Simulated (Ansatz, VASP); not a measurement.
# CrGe8Mo3: VASP beside Ansatz

```
Cr Ge Mo
1.0
     4.68888    0.00000    0.00000
     0.00000    4.68888    0.00000
     0.00000    0.00000    8.23425
Cr Ge Mo
1 8 3
Cartesian
  0.0000 0.0000 0.0000
  0.0000 0.0000 5.4736
  0.0000 2.3444 1.3112
  2.3444 0.0000 1.3112
  2.3444 2.3444 5.4562
  0.0000 0.0000 2.7606
  0.0000 2.3444 6.9231
  2.3444 0.0000 6.9231
  2.3444 2.3444 2.7780
  0.0000 2.3444 4.1171
  2.3444 0.0000 4.1171
  2.3444 2.3444 0.0000
```

Alike in both runs: task single point; functional PBE; k mesh 4 × 4 × 2; occupations gaussian, width 0.1 eV; no spin polarisation.

|  | VASP | Ansatz |
| --- | --- | --- |
| version | VASP 6.6.1 | Ansatz 0.2.0 |
| potentials or method | VASP PAW PBE potentials, release 64 (Cr_pv, Ge_d, Mo_sv), cutoff 520 eV | scalar-relativistic, plane waves, PAW |
| valence electrons in the cell | 166 | 168 |

|  | VASP | Ansatz | Ansatz less VASP |
| --- | --- | --- | --- |
| gap on the k mesh at the Fermi level (eV) | none | none | - |
| pressure (GPa) | 0.4 | 0.0 | -0.31 |
| traceless stress, the component that is largest in VASP (GPa) | 0.38 | 0.36 | -0.014 |
| rms of the force components (eV/Å) | 0.025 | 0.024 | -0.0015 |

Atom by atom the forces differ by 0.003 eV/Å (rms over components). A gap of «none» marks a metal or a gap that the smearing closes. The functional is the same, so the differences come from potentials, cutoffs and numerics. VASP's potentials hold 166 valence electrons a cell and Ansatz's 168, so a difference there can come from the potentials and not from the codes.

The k mesh is coarse, so the values compare programs but aren't converged.
